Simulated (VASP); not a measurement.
# Pd (Fm-3m) in VASP: further runs, part 2 of 3

VASP 6.6.1. The steps go on from the part before.

### Step 3. Relaxation of cell and atoms, PBE, collinear spin, ferromagnetic start

This run uses another cell than the first one, of 14.71 Å³/atom, 0.957 times its volume.

File INCAR:

```
PREC = Accurate ; ENCUT = 600
EDIFF = 1E-6 ; ISMEAR = -1
SIGMA = 0.05 ; LREAL = F
LASPH = T ; NELM = 150
ALGO = Normal ; ISIF = 3
LWAVE = F ; LCHARG = F
ISPIN = 2 ; MAGMOM = 0.5
LORBIT = 11 ; LMAXMIX = 4
GGA = PE ; IBRION = 2
NSW = 80 ; EDIFFG = -0.01
```

File KPOINTS:

```
Automatic mesh
0
Gamma
  14 14 14
```

File POSCAR:

```
Pd
1.0
    0.0000000000      1.9449000000      1.9449000000
    1.9449000000      0.0000000000      1.9449000000
    1.9449000000      1.9449000000      0.0000000000
Pd
1
Direct
    0.0000000000      0.0000000000      0.0000000000
```

Potentials or basis: VASP PAW PBE potentials, release 64 (Pd).

Run with:

```
$ cat potpaw_PBE.64/Pd/POTCAR > POTCAR
$ mpirun -np 1 vasp_std > vasp.out
```

OUTCAR:

```text
PREC = Accurate
   ENCUT = 600
   EDIFF = 1E-6
   ISMEAR = -1
   LREAL = F
   LASPH = T
   NELM = 150
   ISIF = 3
   ISPIN = 2
   LORBIT = 11
   GGA = PE
   IBRION = 2
   NSW = 80
   EDIFFG = -0.01

 ion  position               nearest neighbor table
   1  0.000  0.000  0.000-

  LATTYP: Found a face centered cubic cell.
 ALAT       =     3.8898000000

  Lattice vectors:

 A1 = (   0.0000000000,   1.9449000000,   1.9449000000)
 A2 = (   1.9449000000,   0.0000000000,   1.9449000000)
 A3 = (   1.9449000000,   1.9449000000,   0.0000000000)

Analysis of symmetry for initial positions (statically):
=====================================================================
 Subroutine PRICEL returns:
 Original cell was already a primitive cell.

 Routine SETGRP: Setting up the symmetry group for a
 face centered cubic supercell.

 Subroutine GETGRP returns: Found 48 space group operations
 (whereof 48 operations were pure point group operations)
 out of a pool of 48 trial point group operations.

The static configuration has the point symmetry O_h .

Analysis of symmetry for dynamics (positions and initial velocities):
=====================================================================
 Subroutine PRICEL returns:
 Original cell was already a primitive cell.

 Routine SETGRP: Setting up the symmetry group for a
 face centered cubic supercell.

 Subroutine GETGRP returns: Found 48 space group operations
 (whereof 48 operations were pure point group operations)
 out of a pool of 48 trial point group operations.

The dynamic configuration has the point symmetry O_h .

Analysis of structural, dynamic, and magnetic symmetry:
=====================================================================
 Subroutine PRICEL returns:
 Original cell was already a primitive cell.

 Routine SETGRP: Setting up the symmetry group for a
 face centered cubic supercell.

 Subroutine GETGRP returns: Found 48 space group operations
 (whereof 48 operations were pure point group operations)
 out of a pool of 48 trial point group operations.

The overall configuration has the point symmetry O_h .

 Subroutine INISYM returns: Found 48 space group operations
 (whereof 48 operations are pure point group operations),
 and found     1 'primitive' translations

----------------------------------------------------------------------------------------

                                     Primitive cell

  volume of cell :      14.7137

  direct lattice vectors                    reciprocal lattice vectors
     0.000000000  1.944900000  1.944900000    -0.257082626  0.257082626  0.257082626
     1.944900000  0.000000000  1.944900000     0.257082626 -0.257082626  0.257082626
     1.944900000  1.944900000  0.000000000     0.257082626  0.257082626 -0.257082626

  length of vectors
     2.750503957  2.750503957  2.750503957     0.445280171  0.445280171  0.445280171

  position of ions in fractional coordinates (direct lattice)
     0.000000000  0.000000000  0.000000000

  ion indices of the primitive-cell ions
   primitive index   ion index
                 1           1

----------------------------------------------------------------------------------------

 KPOINTS: Automatic mesh
[... 57 lines left out ...]
   NGXF,Y,Z  is equivalent  to a cutoff of  29.01, 29.01, 29.01 a.u.
 SYSTEM =  unknown system
   PREC   = accura    normal or accurate (medium, high low for compatibility)
   ISTART =      0    job   : 0-new  1-cont  2-samecut
   ICHARG =      2    charge: 1-file 2-atom 10-const
   ISPIN  =      2    spin polarized calculation?
   LNONCOLLINEAR =      F non collinear calculations
   LSORBIT =      F    spin-orbit coupling
   LASPH  =      T    aspherical Exc in radial PAW
   ENCUT  =  600.0 eV  44.10 Ry    6.64 a.u.   5.49  5.49  5.49*2*pi/ulx,y,z
   NELM   =    150;   NELMIN=  2; NELMDL= -5     # of ELM steps
   EDIFF  = 0.1E-05   stopping-criterion for ELM
   LREAL  =      F    real-space projection
   EDIFFG = -.1E-01   stopping-criterion for IOM
   NSW    =     80    number of steps for IOM
   IBRION =      2    ionic relax: 0-MD 1-quasi-New 2-CG
   NFREE  =      1    steps in history (QN), initial steepest desc. (CG)
   ISIF   =      3    stress and relaxation
   ISYM   =      2    0-nonsym 1-usesym 2-fastsym
   POTIM  = 0.5000    time-step for ionic-motion
   TEBEG  =    0.0;   TEEND  =   0.0 temperature during run
   PSTRESS=    0.0 pullay stress
   NELECT =      10.0000    total number of electrons
   NUPDOWN=      -1.0000    fix difference up-down
   EMIN   =  10.00;   EMAX   =-10.00  energy-range for DOS
   EFERMI =   0.00;   METHOD = LEGACY
   ISMEAR =    -1;   SIGMA  =   0.05  broadening in eV -4-tet -1-fermi 0-gaus
   EFERMI_NEDOS =   21; number of points for ismear=-14 and -15
   IALGO  =     38    algorithm
   IMIX   =      4    mixing-type and parameters
     AMIX     =   0.40;   BMIX     =  1.00
     AMIX_MAG =   1.60;   BMIX_MAG =  1.00
  volume/ion in A,a.u.               =      14.71        99.29
  Fermi-wavevector in a.u.,A,eV,Ry     =   1.439354  2.719984 28.187725  2.071739
  Thomas-Fermi vector in A             =   2.558219
   LORBIT       =     11    0 simple, 1 ext, 2 COOP (PROOUT), +10 PAW based schemes
   GGA     = PE    functional components
   LHFCALC =     F    Hartree Fock is set to
   AEXX    =    0.0000 exact exchange contribution
   IVDW    =     0    specifies the selected vdW correction
   LEPSILON=     F    determine dielectric tensor
   LRPA    =     F    only Hartree local field effects (RPA)
 conjugate gradient relaxation of ions
 spin polarized calculation
  energy-cutoff  :      600.00
  volume of cell :       14.71
 maximum number of plane-waves:       531
 NGX is ok and might be reduce to    24
   NGX = 11   NGY = 11   NGZ = 11

--------------------------------------- Ionic step        1  -------------------------------------------

 number of electron      10.0000000 magnetization       0.5000000

 number of electron       9.9999999 magnetization       0.3541180

 Free energy of the ion-electron system (eV)
  ---------------------------------------------------
  ext. energy  EPLUGINS =         0.00000000
  ---------------------------------------------------
  free energy    TOTEN  =        -5.20700864 eV

  energy without entropy =       -5.18951839  energy(sigma->0) =       -5.19826352

------------------------ aborting loop because EDIFF is reached ----------------------------------------

  FORCE on cell =-STRESS in cart. coord.  units (eV):
  Direction    XX          YY          ZZ          XY          YZ          ZX
  --------------------------------------------------------------------------------------
  -------------------------------------------------------------------------------------
  Total        0.7159087      0.7159087      0.7159087      0.0000000      0.0000000      0.0000000
  in kB       77.9554337     77.9554337     77.9554337      0.0000000      0.0000000      0.0000000
  external PRESSURE =      77.9554337 kB  Pullay stress =       0.0000000 kB
[... 57 lines left out ...]
--------------------------------------- Ionic step        3  -------------------------------------------

 number of electron      10.0000000 magnetization       0.3970070

 Free energy of the ion-electron system (eV)
  ---------------------------------------------------
  ext. energy  EPLUGINS =         0.00000000
  ---------------------------------------------------
  free energy    TOTEN  =        -5.22157957 eV

  energy without entropy =       -5.20475691  energy(sigma->0) =       -5.21316824

 E-fermi :   9.1565     XC(G=0): -12.9369

 val. band max:        9.1524142069   @ k =  -0.3571   0.3571   0.0714
 cond. band min:       9.1781837540   @ k =   0.4286   0.0714   0.0000
 fundamental gap:      0.0257695472
 Fermi energy:         9.1565434972

 spin component 1

 k-point     1 :       0.0000    0.0000    0.0000
  band No.  band energies     occupation
      1       2.2723      1.00000
      2       6.3076      1.00000
      3       6.3076      1.00000
      4       6.3076      1.00000
      5       7.8392      1.00000
      6       7.8392      1.00000
      7      26.2836      0.00000
      8      30.8295      0.00000
      9      30.8295      0.00000
[... 265 lines left out ...]
 k-point    24 :       0.2857    0.1429    0.0000
  band No.  band energies     occupation
      1       4.2937      1.00000
      2       5.6156      1.00000
      3       6.6171      1.00000
      4       6.9928      1.00000
      5       7.9924      1.00000
      6       8.3626      1.00000
      7      24.1106      0.00000
      8      27.5222      0.00000
      9      28.4516      0.00000

 [... further k-points ...]

 spin component 2

 k-point     1 :       0.0000    0.0000    0.0000
  band No.  band energies     occupation
      1       2.3055      1.00000
      2       6.6164      1.00000
      3       6.6164      1.00000
      4       6.6164      1.00000
      5       8.0945      1.00000
      6       8.0945      1.00000
      7      26.2975      0.00000
      8      30.8456      0.00000
      9      30.8456      0.00000
[... 304 lines left out ...]
  FREE ENERGIE OF THE ION-ELECTRON SYSTEM (eV)
  ---------------------------------------------------
  free  energy   TOTEN  =        -5.2215795738 eV

  energy  without entropy=       -5.2047569149  energy(sigma->0) =       -5.21316824

 reached required accuracy - stopping structural energy minimisation

 total charge

# of ion       s       p       d       tot
------------------------------------------
    1        0.471   0.437   8.453   9.361

 magnetization (x)

# of ion       s       p       d       tot
------------------------------------------
    1        0.001  -0.005   0.400   0.397
```

Wall time 50 s (1 thread of Intel Xeon Platinum 8488C (Sapphire Rapids), shared host); peak memory 0.18 GiB.

What came out:

```yaml
Free_energy: -5.2216 eV
Relaxed_volume: 15.35 Å³/atom
Relaxed_cell: a = 2.790 Å, b = 2.790 Å, c = 2.790 Å, α = 60.00°, β = 60.00°, γ = 60.00°
Space_group_after_relaxing_to_0.05_Å: Fm-3m (No. 225)
Energy_gained_by_relaxing: 14.6 meV/atom
Ionic_steps: 3
Pressure_after_relaxing: -0.1 GPa
Net_moment: 0.40 μB per cell
Site_moments: Pd +0.40 μB
Valence_electrons_inside_the_program's_atomic_spheres: Pd 9.36
```

Step by step:
```tsv
step	energy change (eV)	largest force (eV/Å)	pressure (GPa)	volume (Å³)
1	0.0000	0.0000	7.80	14.71
2	0.0121	0.0000	-8.43	16.29
3	-0.0146	0.0000	-0.08	15.35
```

Final structure:
```
CELL_PARAMETERS angstrom
0.00000 1.97258 1.97258
1.97258 0.00000 1.97258
1.97258 1.97258 0.00000
ATOMIC_POSITIONS crystal
Pd 0.00000 0.00000 0.00000
```

Levels at points of the mesh, in eV from the Fermi level:
Spin up:
```csv
k point,band 1,band 2,band 3,band 4,band 5,band 6,band 7,band 8,band 9
"(0.00, 0.00, 0.00)",-6.88,-2.85,-2.85,-2.85,-1.32,-1.32,17.13,21.67,21.67
"(0.50, 0.00, 0.00)",-5.13,-2.87,-2.87,-0.22,-0.22,1.06,6.88,16.48,20.64
"(0.50, 0.50, 0.00)",-5.18,-4.95,-0.23,0.05,0.05,3.31,10.26,12.94,12.94
```
Spin down:
```
           k point  band 2  band 3  band 4  band 5  band 6  band 7  band 8  band 9
(0.00, 0.00, 0.00)   -2.54   -2.54   -2.54   -1.06   -1.06   17.14   21.69   21.69
(0.50, 0.00, 0.00)   -2.61   -2.61    0.10    0.10    1.07    7.08   16.48   20.72
(0.50, 0.50, 0.00)   -4.69    0.04    0.41    0.41    3.34   10.40   12.98   12.98
```

(Part 2 of 3 ends here.)
